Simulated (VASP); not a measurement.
Write the native input for VASP 6.6.1 that does the following.

| Property | Result |
| --- | --- |
| Task | single point |
| Functional | PBE |
| Potentials or basis | VASP PAW PBE potentials, release 64 (As_d) |
| Cutoff | 400 eV |
| k mesh | 12 × 12 × 1 |
| Occupations | gaussian, width 0.04 eV |
| Spin | no spin polarisation |
| Dipole correction | yes |
| Further INCAR settings | ALGO = Normal; EDIFF = 1e-06; NBANDS = 22; NELMDL = -8 |

The structure of As lies in POSCAR:

```
As
1.0
    3.6188151869      0.0000000000      0.0000000000
   -1.8094075934      3.1339858834      0.0000000000
    0.0000000000      0.0000000000     22.5000000000
As
2
Direct
    0.0000000000      0.0000000000      0.6052069157
    0.6666666667      0.3333333333      0.6655501610
```

One way to write it, as run:

INCAR

```
SYSTEM = As
PREC = Accurate
ENCUT = 400
EDIFF = 1E-6
ISMEAR = 0
SIGMA = 0.04
LREAL = .False.
LASPH = .True.
NELM = 120
ALGO = Normal
ISIF = 2
LWAVE = .False.
LCHARG = .False.
LDIPOL = .True.
IDIPOL = 3
DIPOL = 0.5 0.5 0.635
GGA = PE
NBANDS = 22
GGA_COMPAT = .False.
NELMDL = -8
```

KPOINTS

```
regular mesh
0
Gamma
  12 12 1
  0 0 0
```

Potentials or basis: VASP PAW PBE potentials, release 64 (As_d).

The run is started by

```bash
$ cat potpaw_PBE.64/As_d/POTCAR > POTCAR
$ mpirun -np 1 vasp_std > vasp.out
```

Results of the run:

```json
{
 "Largest force": "0.404 eV/Å",
 "Band gap on the k mesh": "1.79 eV (least direct gap 1.95 eV)"
}
```

Run time: 74 s on 1 thread of Intel(R) Xeon(R) Platinum 8259CL CPU @ 2.50GHz (Skylake/Cascade Lake), with other jobs on the host, peak memory 0.29 GiB.
